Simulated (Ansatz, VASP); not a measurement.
# Two plane-wave programs on MnHg

File INCAR:

```
  ALGO = Fast
  EDIFF = 1E-8
  ENCUT = 520
  GGA = PS
  ISIF = 2
  ISMEAR = 0
  LASPH = T
  LCHARG = F
  LEFG = T
  LREAL = F
  LWAVE = F
  NBANDS = 20
  NELM = 60
  PREC = Accurate
  SIGMA = 0.1
```

File KPOINTS:

```
k-points
0
Gamma
  4 4 4
```

POSCAR

```
MnHg
1.0
    3.3150000000      0.0000000000      0.0000000000
    0.0000000000      3.3150000000      0.0000000000
    0.0000000000      0.0000000000      3.3150000000
Mn Hg
1 1
Direct
    0.5000000000      0.5000000000      0.5000000000
    0.0000000000      0.0000000000      0.0000000000
```

Input for Ansatz:

```yaml
crystal:
  lattice:
    - [3.315, 0.0, 0.0]
    - [0.0, 3.315, 0.0]
    - [0.0, 0.0, 3.315]
  atoms:
    - { symbol: Mn, position: [0.5, 0.5, 0.5] }
    - { symbol: Hg, position: [0.0, 0.0, 0.0] }
basis:
  ecutwfc: 420
kpoints:
  mp_grid: { grid: [4, 4, 4] }
hamiltonian:
  xc: pbesol
scf:
  occupations: { method: gaussian, width: 0.1 }
  max_iter: 60
output:
  forces: true
  stress: true
  eigenvalues: true
  efg: {}
```

Alike in both runs: task electric field gradients; functional PBEsol; k mesh 4 × 4 × 4; occupations gaussian, width 0.1 eV; no spin polarisation.

|  | VASP | Ansatz |
| --- | --- | --- |
| version | VASP 6.6.1 | Ansatz 0.2.0 |
| potentials or method | VASP PAW PBE potentials, release 64 (Mn_pv, Hg), cutoff 520 eV | scalar-relativistic, plane waves, PAW |
| valence electrons in the cell | 25 | 35 |

```csv
,VASP,Ansatz,Ansatz less VASP
gap on the k mesh at the Fermi level (eV),none,none,-
pressure (GPa),-20.3,-21.0,-0.70
```

VASP's potentials were made for PBE, not for PBEsol. A gap of «none» marks a metal or a gap that the smearing closes. VASP's potentials hold 25 valence electrons a cell and Ansatz's 35, so a difference there can come from the potentials and not from the codes.

The k mesh is coarse, so the values compare programs but aren't converged. Spin-orbit coupling is off throughout.
